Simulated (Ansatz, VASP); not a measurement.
Al3GaN4: VASP beside Ansatz

The input POSCAR:

```
Al3GaN4
1.0
   -5.0380822009      0.0000000000     -0.0000609628
    0.0000000000     -3.1249488261      0.0000000000
   -1.0141979249      0.0000000000     10.8207737685
Al Ga N
6 2 8
Direct
    0.3581228306      0.5000000000      0.7082775373
    0.4581228306      0.5000000000      0.2082775373
    0.9909114356      0.5000000000      0.0421009685
    0.8909114356      0.5000000000      0.5421009685
    0.8409012278      1.0000000000      0.7904722320
    0.9409012278      1.0000000000      0.2904722320
    0.3089548662      1.0000000000      0.9577522322
    0.4089548662      1.0000000000      0.4577522322
    0.6977313201      1.0000000000      0.9578085062
    0.7977313201      1.0000000000      0.4578085062
    0.7356811812      0.5000000000      0.7082161458
    0.8356811812      0.5000000000      0.2082161458
    0.3655883001      0.5000000000      0.0449905032
    0.2655883001      0.5000000000      0.5449905032
    0.2190697383      1.0000000000      0.7875823748
    0.3190697383      1.0000000000      0.2875823748
```

The input INCAR.step1:

```
PREC = Accurate ; ENCUT = 520
ISMEAR = 0 ; SIGMA = 0.05
LREAL = Auto ; LASPH = T
NELM = 80 ; NBANDS = 56
GGA = PE ; ALGO = Normal
EDIFF = 1E-4 ; LWAVE = T
LCHARG = F
```

File INCAR.step2:

```
PREC = Accurate ; ENCUT = 520
EDIFF = 1E-6 ; ISMEAR = 0
SIGMA = 0.05 ; LREAL = Auto
LASPH = T ; NELM = 80
ALGO = Normal ; ISIF = 2
LWAVE = F ; LCHARG = F
METAGGA = R2SCAN ; LMIXTAU = T
NBANDS = 56 ; ISTART = 1
```

KPOINTS

```
Automatic mesh
0
Gamma
  5 7 2
```

Input for Ansatz:

```yaml
crystal:
  lattice:
    - [-5.0380822009, 0.0, -6.09628e-05]
    - [0.0, -3.1249488261, 0.0]
    - [-1.0141979249, 0.0, 10.8207737685]
  atoms:
    - { symbol: Al, position: [0.3581228306, 0.5, 0.7082775373] }
    - { symbol: Al, position: [0.4581228306, 0.5, 0.2082775373] }
    - { symbol: Al, position: [0.9909114356, 0.5, 0.0421009685] }
    - { symbol: Al, position: [0.8909114356, 0.5, 0.5421009685] }
    - { symbol: Al, position: [0.8409012278, 1.0, 0.790472232] }
    - { symbol: Al, position: [0.9409012278, 1.0, 0.290472232] }
    - { symbol: Ga, position: [0.3089548662, 1.0, 0.9577522322] }
    - { symbol: Ga, position: [0.4089548662, 1.0, 0.4577522322] }
    - { symbol: "N", position: [0.6977313201, 1.0, 0.9578085062] }
    - { symbol: "N", position: [0.7977313201, 1.0, 0.4578085062] }
    - { symbol: "N", position: [0.7356811812, 0.5, 0.7082161458] }
    - { symbol: "N", position: [0.8356811812, 0.5, 0.2082161458] }
    - { symbol: "N", position: [0.3655883001, 0.5, 0.0449905032] }
    - { symbol: "N", position: [0.2655883001, 0.5, 0.5449905032] }
    - { symbol: "N", position: [0.2190697383, 1.0, 0.7875823748] }
    - { symbol: "N", position: [0.3190697383, 1.0, 0.2875823748] }
basis:
  ecutwfc: 500
kpoints:
  mp_grid: { grid: [5, 7, 2] }
hamiltonian:
  xc: r2scan
scf:
  occupations: { method: gaussian, width: 0.05 }
output:
  forces: true
  stress: true
  eigenvalues: true
```

Alike in both runs: task single point; functional r2SCAN; k mesh 5 × 7 × 2; occupations gaussian, width 0.05 eV; no spin polarisation.

```csv
,VASP,Ansatz
version,VASP 6.6.1,Ansatz 0.2.0
potentials or method,"VASP PAW PBE potentials, release 64 (Al, Ga_d, N), cutoff 520 eV","scalar-relativistic, plane waves, PAW"
valence electrons in the cell,84,84
```

|  | VASP | Ansatz | Ansatz less VASP |
| --- | --- | --- | --- |
| gap on the k mesh at the Fermi level (eV) | 0.39 | 0.39 | -0.002 |
| least direct gap on the mesh (eV) | 0.39 | 0.39 | -0.002 |
| pressure (GPa) | 3.9 | 3.9 | -0.03 |
| traceless stress, the component that is largest in VASP (GPa) | 8.63 | 8.68 | +0.048 |
| rms of the force components (eV/Å) | 1.646 | 1.645 | -0.0009 |

VASP's potentials were made for PBE, not for r2SCAN. Atom by atom the forces differ by 0.034 eV/Å (rms over components). The functional is the same, so the differences come from potentials, cutoffs and numerics.
